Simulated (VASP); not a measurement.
Write the native input for VASP 6.6.1 that does the following.

```
Task                   : single point
Functional             : PBE
Potentials or basis    : VASP PAW PBE potentials, release 64 (Ca_sv, Si, N)
Cutoff                 : 520 eV
k mesh                 : 4 × 4 × 4
Occupations            : gaussian, width 0.2 eV
Spin                   : no spin polarisation
Dipole correction      : no
Further INCAR settings : ALGO = Fast; EDIFF = 1e-06; NBANDS = 38
```

The structure of Ca4Si3N lies in POSCAR:

```
Ca4Si3N
1.0
    4.9862444211     -0.0004922355      0.0012386562
   -0.0004319623      4.9950859419      0.0010870548
    0.0018876564      0.0017410019      7.4082769045
Ca Si N
4 3 1
Direct
    0.4992240597      0.0001763916      0.9733892155
    0.4995888742      0.0006795251      0.4535893378
    0.0005063437      0.4993534217      0.9734863409
    0.0006994397      0.4998519198      0.4534061274
    0.5029840262      0.5020422183      0.7202533959
   -0.0007478163     -0.0006010194      0.1957554157
   -0.0018756464      0.9986351439      0.7374039713
    0.4996207193      0.4998623990      0.4927162455
```

One way to write it, as run:

INCAR

```
SYSTEM = Ca4Si3N
ALGO     = Fast           ! electronic algorithm
EDIFF    = 1E-6           ! SCF threshold, eV
ENCUT    = 520            ! plane-wave cutoff, eV
GGA      = PE             ! functional
ISIF     = 2              ! what is computed and relaxed
ISMEAR   = 0              ! smearing method
LASPH    = .TRUE.         ! aspherical terms in the spheres
LCHARG   = .FALSE.        ! write CHGCAR
LREAL    = .FALSE.        ! projectors in reciprocal space
LWAVE    = .FALSE.        ! write WAVECAR
NBANDS   = 38             ! bands
NELM     = 80             ! most SCF steps
PREC     = Accurate       ! precision mode
SIGMA    = 0.2            ! smearing width, eV
```

KPOINTS

```
k-points
0
G
  4 4 4
  0 0 0
```

Potentials or basis: VASP PAW PBE potentials, release 64 (Ca_sv, Si, N).

Run with:

```bash
$ cat potpaw_PBE.64/Ca_sv/POTCAR potpaw_PBE.64/Si/POTCAR potpaw_PBE.64/N/POTCAR > POTCAR
$ mpirun -np 1 vasp_std > vasp.out
```

Results of the run:

* Pressure: 0.1 GPa
* Largest force: 0.029 eV/Å
* Band gap on the k mesh: zero (an odd number of electrons rules out a gap without spin polarisation)

Run time: 4.1 min on 1 thread of Oxide Virtual Turin-like Processor, on a shared host, peak memory 0.38 GiB.
